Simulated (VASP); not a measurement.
# ZrS2 (P-3m1) in VASP: settings compared

ZrS2 is run at these levels: PBE, PBE+D3(BJ)+U; tasks: single point.

Program: VASP 6.6.1. These are calculated values, not measurements. Logs are shortened: lines on timing, memory, paths and dates and some standing lists are left out, and cuts for length are marked.

## (1) The cell of the first run

It takes space group P-3m1 (No. 164, trigonal). Conventional cell: a = 3.691 Å, b = 3.691 Å, c = 6.041 Å, α = 90.00°, β = 90.00°, γ = 120.00°. Zr (site symmetry -3m) has 6 S at 2.57 Å within 3.4 Å. S (site symmetry 3m) has 3 Zr at 2.57 Å within 3.4 Å.

## (2) Single point, PBE

INCAR reads:

```
ALGO = Normal
EDIFF = 1E-6
ENCUT = 500
GGA = PE
GGA_COMPAT = False
ISIF = 2
ISMEAR = 0
ISYM = 0
LASPH = True
LCHARG = False
LREAL = False
LWAVE = False
NBANDS = 19
NELM = 120
PREC = Accurate
SIGMA = 0.1
```

KPOINTS reads:

```
Automatic mesh
0
Gamma
  3 3 2
  0.5 0.5 0.5
```

POSCAR reads:

```
ZrS2
1.0
    3.6913825498      0.0000000000      0.0000000000
   -1.8456912749      3.1968310632      0.0000000000
    0.0000000000      0.0000000000      6.0410770100
Zr S
1 2
Direct
    0.0000000000      0.0000000000      0.0000000000
    0.6666666667      0.3333333333      0.7620900300
    0.3333333333      0.6666666667      0.2379099700
```

Potentials or basis: VASP PAW PBE potentials, release 64 (Zr_sv, S).

On the command line:

```console
> cat potpaw_PBE.64/Zr_sv/POTCAR potpaw_PBE.64/S/POTCAR > POTCAR
> mpirun -np 1 vasp_std > vasp.out
```

OUTCAR:

```text
EDIFF = 1E-6
   ENCUT = 500
   GGA = PE
   ISIF = 2
   ISMEAR = 0
   ISYM = 0
   LASPH = True
   LREAL = False
   NELM = 120
   PREC = Accurate

 ion  position               nearest neighbor table
   1  0.000  0.000  0.000-   2 2.57   3 2.57   3 2.57   2 2.57   2 2.57   3 2.57
   2  0.667  0.333  0.762-   1 2.57   1 2.57   1 2.57
   3  0.333  0.667  0.238-   1 2.57   1 2.57   1 2.57

IMPORTANT INFORMATION: All symmetrisations will be switched off!
NOSYMM: (Re-)initialisation of all symmetry stuff for point group C_1.

----------------------------------------------------------------------------------------

                                     Primitive cell

  volume of cell :      71.2891

  direct lattice vectors                    reciprocal lattice vectors
     3.691382550  0.000000000  0.000000000     0.270901210  0.156404887  0.000000000
    -1.845691275  3.196831063  0.000000000     0.000000000  0.312809773  0.000000000
     0.000000000  0.000000000  6.041077010     0.000000000  0.000000000  0.165533397

  length of vectors
     3.691382550  3.691382550  6.041077010     0.312809773  0.312809773  0.165533397

  position of ions in fractional coordinates (direct lattice)
     0.000000000  0.000000000  0.000000000
     0.666666667  0.333333333  0.762090030
     0.333333333  0.666666667  0.237909970

  ion indices of the primitive-cell ions
   primitive index   ion index
                 1           1
                 2           2
                 3           3

----------------------------------------------------------------------------------------

 KPOINTS: Automatic mesh

Automatic generation of k-mesh.
 Grid dimensions read from file:
 generate k-points for:    3    3    2

 Generating k-lattice:

  Cartesian coordinates                     Fractional coordinates (reciprocal lattice)
     0.090300403  0.052134962  0.000000000     0.333333333  0.000000000  0.000000000
     0.000000000  0.104269924  0.000000000     0.000000000  0.333333333  0.000000000
     0.000000000  0.000000000  0.082766699     0.000000000  0.000000000  0.500000000

  Length of vectors
     0.104269924  0.104269924  0.082766699

  Shift w.r.t. Gamma in fractional coordinates (k-lattice)
     0.500000000  0.500000000  0.500000000

 Subroutine IBZKPT returns following result:
 ===========================================

 Found     27 irreducible k-points:

 Following reciprocal coordinates:
            Coordinates               Weight
  0.166667  0.166667  0.250000      2.000000
 -0.166667  0.333333  0.250000      2.000000
 -0.333333  0.166667  0.250000      2.000000
 -0.166667 -0.166667  0.250000      2.000000
  0.166667 -0.333333  0.250000      2.000000
  0.333333 -0.166667  0.250000      2.000000
[... 16 lines left out ...]
  0.166667 -0.000000  0.250000      2.000000
  0.000000  0.166667  0.250000      2.000000
 [... further k-points ...]
   k-points           NKPTS =     27   k-points in BZ     NKDIM =     27   number of bands    NBANDS=     19
   number of dos      NEDOS =    301   number of ions     NIONS =      3
   total plane-waves  NPLWV =  37632
   dimension x,y,z NGX =    28 NGY =   28 NGZ =   48
   dimension x,y,z NGXF=    56 NGYF=   56 NGZF=   96
   ions per type =               1   2
   NGX,Y,Z   is equivalent  to a cutoff of  12.61, 12.61, 13.21 a.u.
   NGXF,Y,Z  is equivalent  to a cutoff of  25.22, 25.22, 26.42 a.u.
 SYSTEM =  unknown system
   PREC   = accura    normal or accurate (medium, high low for compatibility)
   ISTART =      0    job   : 0-new  1-cont  2-samecut
   ICHARG =      2    charge: 1-file 2-atom 10-const
   ISPIN  =      1    spin polarized calculation?
   LNONCOLLINEAR =      F non collinear calculations
   LSORBIT =      F    spin-orbit coupling
   LASPH  =      T    aspherical Exc in radial PAW
   ENCUT  =  500.0 eV  36.75 Ry    6.06 a.u.   6.73  6.73 11.01*2*pi/ulx,y,z
   NELM   =    120;   NELMIN=  2; NELMDL= -5     # of ELM steps
   EDIFF  = 0.1E-05   stopping-criterion for ELM
   LREAL  =      F    real-space projection
   EDIFFG = 0.1E-04   stopping-criterion for IOM
   NSW    =      0    number of steps for IOM
   IBRION =     -1    ionic relax: 0-MD 1-quasi-New 2-CG
   NFREE  =      0    steps in history (QN), initial steepest desc. (CG)
   ISIF   =      2    stress and relaxation
   ISYM   =      0    0-nonsym 1-usesym 2-fastsym
   POTIM  = 0.5000    time-step for ionic-motion
   TEBEG  =    0.0;   TEEND  =   0.0 temperature during run
   PSTRESS=    0.0 pullay stress
   NELECT =      24.0000    total number of electrons
   NUPDOWN=      -1.0000    fix difference up-down
   EMIN   =  10.00;   EMAX   =-10.00  energy-range for DOS
   EFERMI =   0.00;   METHOD = LEGACY
   ISMEAR =     0;   SIGMA  =   0.10  broadening in eV -4-tet -1-fermi 0-gaus
   EFERMI_NEDOS =   21; number of points for ismear=-14 and -15
   IALGO  =     38    algorithm
   IMIX   =      4    mixing-type and parameters
     AMIX     =   0.40;   BMIX     =  1.00
[... 60 lines left out ...]
  band No.  band energies     occupation
      1     -44.8409      2.00000
      2     -22.9074      2.00000
      3     -22.8714      2.00000
      4     -22.8098      2.00000
      5      -7.7064      2.00000
      6      -7.2904      2.00000
[... 11 lines left out ...]
     18      12.4242      0.00000
     19      12.8638      0.00000

 k-point     4 :      -0.1667   -0.1667    0.2500
  band No.  band energies     occupation
      1     -44.8409      2.00000
      2     -22.9074      2.00000
      3     -22.8714      2.00000
      4     -22.8098      2.00000
      5      -7.7064      2.00000
      6      -7.2904      2.00000
[... 11 lines left out ...]
     18      12.4242      0.00000
     19      12.8630      0.00000

 k-point     5 :       0.1667   -0.3333    0.2500
  band No.  band energies     occupation
      1     -44.8409      2.00000
      2     -22.9074      2.00000
      3     -22.8714      2.00000
      4     -22.8098      2.00000
      5      -7.7064      2.00000
      6      -7.2904      2.00000
[... 11 lines left out ...]
     18      12.4242      0.00000
     19      12.8627      0.00000

 k-point     6 :       0.3333   -0.1667    0.2500
  band No.  band energies     occupation
      1     -44.8409      2.00000
      2     -22.9074      2.00000
      3     -22.8714      2.00000
      4     -22.8098      2.00000
      5      -7.7064      2.00000
      6      -7.2904      2.00000
[... 11 lines left out ...]
     18      12.4242      0.00000
     19      12.8684      0.00000

 k-point     7 :       0.5000    0.1667    0.2500
  band No.  band energies     occupation
      1     -44.8344      2.00000
      2     -22.9780      2.00000
      3     -22.8541      2.00000
      4     -22.8473      2.00000
      5      -7.4527      2.00000
      6      -7.1320      2.00000
[... 11 lines left out ...]
     18      11.6647      0.00000
     19      12.2481      0.00000

 k-point     8 :      -0.1667   -0.3333    0.2500
  band No.  band energies     occupation
      1     -44.8344      2.00000
      2     -22.9780      2.00000
      3     -22.8541      2.00000
      4     -22.8473      2.00000
      5      -7.3919      2.00000
      6      -7.2012      2.00000
[... 256 lines left out ...]
 k-point    20 :      -0.1667    0.0000    0.2500
  band No.  band energies     occupation
      1     -44.8475      2.00000
      2     -22.8913      2.00000
      3     -22.8270      2.00000
      4     -22.7779      2.00000
      5      -8.1201      2.00000
      6      -7.2323      2.00000
[... 11 lines left out ...]
     18      11.2319      0.00000
     19      11.8625      0.00000

 k-point    21 :       0.0000   -0.1667    0.2500
  band No.  band energies     occupation
      1     -44.8475      2.00000
      2     -22.8913      2.00000
      3     -22.8270      2.00000
      4     -22.7779      2.00000
      5      -8.1085      2.00000
      6      -7.2499      2.00000
[... 11 lines left out ...]
     18      11.4146      0.00000
     19      11.6883      0.00000

 k-point    22 :       0.1667   -0.1667    0.2500
  band No.  band energies     occupation
      1     -44.8475      2.00000
      2     -22.8913      2.00000
      3     -22.8270      2.00000
      4     -22.7779      2.00000
      5      -8.1201      2.00000
      6      -7.2323      2.00000
[... 11 lines left out ...]
     18      11.2319      0.00000
     19      11.8625      0.00000

 k-point    23 :       0.1667   -0.0000    0.2500
  band No.  band energies     occupation
      1     -44.8475      2.00000
      2     -22.8913      2.00000
      3     -22.8270      2.00000
      4     -22.7779      2.00000
      5      -8.1085      2.00000
      6      -7.2499      2.00000
[... 11 lines left out ...]
     18      11.4146      0.00000
     19      11.6883      0.00000

 k-point    24 :       0.0000    0.1667    0.2500
  band No.  band energies     occupation
      1     -44.8475      2.00000
      2     -22.8913      2.00000
      3     -22.8270      2.00000
      4     -22.7779      2.00000
      5      -8.1201      2.00000
      6      -7.2323      2.00000
[... 11 lines left out ...]
     18      11.2319      0.00000
     19      11.8625      0.00000

 [... further k-points ...]
[... 5 lines left out ...]
  --------------------------------------------------------------------------------------
  -------------------------------------------------------------------------------------
  Total       -0.1136446     -0.1136504      0.5722796      0.0000142     -0.0000042     -0.0000039
  in kB       -2.5540903     -2.5542219     12.8616212      0.0003200     -0.0000953     -0.0000878
  external PRESSURE =       2.5844363 kB  Pullay stress =       0.0000000 kB

 VOLUME and BASIS-vectors are now :
 -----------------------------------------------------------------------------
  energy-cutoff  :      500.00
  volume of cell :       71.29
      direct lattice vectors                 reciprocal lattice vectors
     3.691382550  0.000000000  0.000000000     0.270901210  0.156404887  0.000000000
    -1.845691275  3.196831063  0.000000000     0.000000000  0.312809773  0.000000000
     0.000000000  0.000000000  6.041077010     0.000000000  0.000000000  0.165533397

 POSITION                                       TOTAL-FORCE (eV/Angst)
 -----------------------------------------------------------------------------------
      0.00000      0.00000      0.00000         0.000000      0.000001     -0.000002
      1.84569      1.06561      4.60384         0.000000      0.000000     -0.087801
     -0.00000      2.13122      1.43723        -0.000000     -0.000001      0.087802
 -----------------------------------------------------------------------------------
    total drift:                                0.000000      0.000001      0.000002

  FREE ENERGIE OF THE ION-ELECTRON SYSTEM (eV)
  ---------------------------------------------------
  free  energy   TOTEN  =       -21.4724877897 eV

  energy  without entropy=      -21.4724877897  energy(sigma->0) =      -21.47248779
```

Run time: 28 s. Hardware: 1 thread of AMD EPYC 9R14, shared host; peak memory 0.17 GiB.

Results:

```
Free energy            : -21.4725 eV
Pressure               : 0.3 GPa
Largest force          : 0.088 eV/Å
Band gap on the k mesh : 1.50 eV, indirect (least direct gap 1.98 eV)
```

Forces on the atoms (eV/Å):
```
Zr   0.000  0.000  0.000
S    0.000  0.000 -0.088
S    0.000  0.000  0.088
```

Levels at points of the mesh, in eV from the valence-band top:
```
           k point  band 9  band 10  band 11  band 12  band 13  band 14  band 15  band 16
(0.17, 0.17, 0.25)   -2.31    -1.70    -1.23    -0.19     2.37     2.69     3.78     4.91
```

Caveat: the k points lie up to 0.66 Å⁻¹ apart; this functional lacks dispersion, which binds the layers, so the pressure and a relaxed spacing across them are unreliable. A k mesh can miss the band edges.

## (3) Single point, PBE+D3(BJ)+U

INCAR reads:

```
SYSTEM = ZrS2
PREC     = Accurate       ! precision mode
ENCUT    = 500            ! plane-wave cutoff, eV
EDIFF    = 1E-6           ! SCF threshold, eV
ISMEAR   = 0              ! smearing method
SIGMA    = 0.1            ! smearing width, eV
LREAL    = .FALSE.        ! projectors in reciprocal space
LASPH    = .TRUE.         ! aspherical terms in the spheres
NELM     = 200            ! most SCF steps
ALGO     = Normal         ! electronic algorithm
ISIF     = 2              ! what is computed and relaxed
LWAVE    = .FALSE.        ! write WAVECAR
LCHARG   = .FALSE.        ! write CHGCAR
LMAXMIX  = 4              ! l up to which the mixer works
LDAU     = .TRUE.         ! DFT+U
LDAUTYPE = 2            
LDAUL    = 2 -1           ! shell
LDAUU    = 3.1 0          ! U, eV
LDAUJ    = 0 0          
LDAUPRINT= 1            
GGA      = PE             ! functional
IVDW     = 12             ! dispersion correction
NBANDS   = 19             ! bands
GGA_COMPAT= .FALSE.
```

KPOINTS reads:

```
Automatic mesh
0
G
  3 3 2
  0 0 0
```

POSCAR is that of step 2.

Potentials or basis: VASP PAW PBE potentials, release 64 (Zr_sv, S).

On the command line:

```console
> cat potpaw_PBE.64/Zr_sv/POTCAR potpaw_PBE.64/S/POTCAR > POTCAR
> mpirun -np 1 vasp_std > vasp.out
```

It took 10 s on 1 thread of AMD EPYC 9R14, shared host; peak memory 0.16 GiB.

It converged, with:

```yaml
Free_energy: -20.5087 eV
Pressure: 1.4 GPa
Largest_force: 0.258 eV/Å
Band_gap_on_the_k_mesh: 1.57 eV, indirect (least direct gap 2.06 eV)
Dispersion_energy_per_atom: -0.330 eV
```

Forces on the atoms (eV/Å):
```
Zr   0.000  0.000  0.000
S    0.000  0.000 -0.258
S    0.000  0.000  0.258
```

Stress tensor (GPa, compression positive):
```
1.97 0.00 0.00
0.00 1.97 0.00
0.00 0.00 0.35
```

Levels at points of the mesh, in eV from the valence-band top:
```
           k point  band 8  band 9  band 10  band 11  band 12  band 13  band 14  band 15  band 16  band 17
(0.00, 0.00, 0.00)   -2.65   -2.65    -0.05    -0.05     0.00     2.06     2.06     2.84     5.18     5.18
(0.00, 0.00, 0.50)   -2.62   -2.62    -1.52    -0.14    -0.14     2.03     2.03     3.10     5.47     5.47
```

Eigenvalues of the final occupation matrices:
| site | spin | trace | eigenvalues |
| --- | --- | --- | --- |
| site 1 d | 1 | 0.65 | 0.07 0.07 0.07 0.22 0.22 |
| site 1 d | 2 | 0.65 | 0.07 0.07 0.07 0.22 0.22 |

Caveat: the k points lie up to 0.66 Å⁻¹ apart; three body term missing. A k mesh can miss the band edges.

## (4) Single point, PBE, collinear spin, ferromagnetic start

INCAR reads:

```
  PREC = Accurate
  ENCUT = 500
  EDIFF = 1E-6
  ISMEAR = 0
  SIGMA = 0.1
  LREAL = F
  LASPH = T
  NELM = 200
  ALGO = Normal
  ISIF = 2
  LWAVE = F
  LCHARG = T
  ISPIN = 2
  MAGMOM = 1 0 0
  LORBIT = 11
  LMAXMIX = 4
  GGA = PE
  LELF = T
  LVHAR = T
  NBANDS = 23
  GGA_COMPAT = F
```

KPOINTS reads:

```
Automatic mesh
0
Gamma
  3 3 2
```

POSCAR is that of step 3.

On the command line:

```console
> cat potpaw_PBE.64/Zr_sv/POTCAR potpaw_PBE.64/S/POTCAR > POTCAR
> mpirun -np 1 vasp_std > vasp.out
```

Run time: 24 s. Hardware: 1 thread of AMD EPYC 9R14, shared host; peak memory 0.18 GiB.

It converged, with:

```
Free energy                                           : -21.2622 eV
Pressure                                              : 1.1 GPa
Largest force                                         : 0.059 eV/Å
Band gap on the k mesh                                : 1.23 eV, indirect (least direct gap 1.58 eV)
Net moment                                            : 0.00 μB per cell
Valence electrons inside the program's atomic spheres : Zr 9.60; S 3.77
```

Forces in eV/Å, atoms in the order of the input:
```
Zr   0.000  0.000  0.000
S    0.000  0.000  0.059
S    0.000  0.000 -0.059
```

Stress tensor (GPa, compression positive):
```
1.27 0.00 0.00
0.00 1.27 0.00
0.00 0.00 0.61
```

Levels at points of the mesh, in eV from the valence-band top:
Spin up:
| k point | band 10 | band 11 | band 12 | band 13 | band 14 | band 15 |
| --- | --- | --- | --- | --- | --- | --- |
| (0.00, 0.00, 0.00) | -0.03 | -0.03 | 0.00 | 1.58 | 1.58 | 2.41 |
| (0.00, 0.00, 0.50) | -1.52 | -0.13 | -0.13 | 1.55 | 1.55 | 2.73 |
Spin down:
```tsv
k point	band 8	band 9	band 10	band 11	band 12	band 13	band 14	band 15	band 16	band 17
(0.00, 0.00, 0.00)	-2.74	-2.74	-0.03	-0.03	0.00	1.58	1.58	2.41	5.02	5.02
(0.00, 0.00, 0.50)	-2.71	-2.71	-1.52	-0.13	-0.13	1.55	1.55	2.73	5.31	5.31
```

Caveat: the k points lie up to 0.66 Å⁻¹ apart; this functional lacks dispersion, which binds the layers, so the pressure and a relaxed spacing across them are unreliable.

## (5) Single point, PBE

INCAR reads:

```
  PREC = Accurate
  ENCUT = 500
  EDIFF = 1E-6
  ISMEAR = -5
  SIGMA = 0.1
  LREAL = False
  LASPH = True
  NELM = 120
  ALGO = Normal
  ISIF = 2
  LWAVE = False
  LCHARG = True
  GGA = PE
  LELF = True
  LVHAR = True
  NBANDS = 19
  GGA_COMPAT = False
```

KPOINTS reads:

```
regular mesh
0
Gamma
  6 6 4
```

POSCAR is that of step 4.

On the command line:

```console
> cat potpaw_PBE.64/Zr_sv/POTCAR potpaw_PBE.64/S/POTCAR > POTCAR
> mpirun -np 1 vasp_std > vasp.out
```

Wall time 28 s (1 thread of AMD EPYC 9R14, shared host); peak memory 0.17 GiB.

The run converged. Its results:

```
Free energy            : -21.4173 eV
Pressure               : 0.5 GPa
Largest force          : 0.045 eV/Å
Band gap on the k mesh : 1.07 eV, indirect (least direct gap 1.64 eV)
```

Forces on the atoms (eV/Å):
```
Zr   0.000  0.000  0.000
S    0.000  0.000 -0.045
S    0.000  0.000  0.045
```

Stress tensor (GPa, compression positive):
```
0.18 0.00 0.00
0.00 0.18 0.00
0.00 0.00 1.15
```

Levels at points of the mesh, in eV from the valence-band top:
```csv
k point,band 10,band 11,band 12,band 13,band 14,band 15
"(0.00, 0.00, 0.00)",-0.04,-0.04,0.00,1.64,1.64,2.48
"(0.50, 0.00, 0.00)",-2.30,-1.60,-1.11,1.24,3.29,3.55
"(0.00, 0.00, 0.50)",-1.52,-0.14,-0.14,1.61,1.61,2.79
"(0.50, 0.00, 0.50)",-2.16,-0.92,-0.75,1.07,3.29,3.55
```

Caveat: this functional lacks dispersion, which binds the layers, so the pressure and a relaxed spacing across them are unreliable.

## (6) Overview

```csv
level,spin,U,k mesh,smearing,gap on the mesh (eV),pressure (GPa),largest force (eV/Å)
PBE,off,-,"3 × 3 × 2, shifted",gaussian 0.1 eV,1.50,0.3,0.09
PBE+D3(BJ)+U,off,Zr d U = 3.1 eV,3 × 3 × 2,gaussian 0.1 eV,1.57,1.4,0.26
PBE,"collinear, ferromagnetic start",-,3 × 3 × 2,gaussian 0.1 eV,1.23,1.1,0.06
PBE,off,-,6 × 6 × 4,tetrahedron,1.07,0.5,0.04
```

Alike in all rows: task single point; potentials or basis VASP PAW PBE potentials, release 64 (Zr_sv, S); cell as given; cutoff (eV) 500.

Caveats: some runs use coarse meshes; this functional lacks dispersion, which binds the layers, so the pressure and a relaxed spacing across them are unreliable (some runs); three body term missing (some runs).

Total energies depend on the potentials used, so only differences within one code and one set of settings carry meaning.
